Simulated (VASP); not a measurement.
Si:

```
CELL_PARAMETERS angstrom
3.83132 0.00000 0.00000
-1.91566 3.31802 0.00000
0.00000 0.00000 6.33262
ATOMIC_POSITIONS crystal
Si 0.66667 0.33333 0.93699
Si 0.33333 0.66667 0.43699
Si 0.66667 0.33333 0.56301
Si 0.33333 0.66667 0.06301
```

Base run:

* Program: VASP 6.6.1
* Functional: PBE
* Potentials or basis: VASP PAW PBE potentials, release 64 (Si)
* Cutoff: 520 eV
* k mesh: 8 × 8 × 4
* Occupations: fermi-dirac, width 0.05 eV
* Spin: no spin polarisation

Its results: band gap on the k mesh 0.42 eV, indirect (least direct gap 1.03 eV); pressure 1.4 GPa; largest force 0.008 eV/Å.

Q: The run is repeated on the same cell with these changes: functional from PBE to revPBE. What comes out?

A: Band gap on the k mesh 0.46 eV, indirect (least direct gap 1.08 eV); pressure 2.4 GPa; largest force 0.007 eV/Å.

revPBE binds less tightly than PBE, so the same cell stands under more pressure.

Caveats: the PAW data sets were made with another functional, which shifts forces and pressure a little (some runs).

A k mesh can miss the band edges.
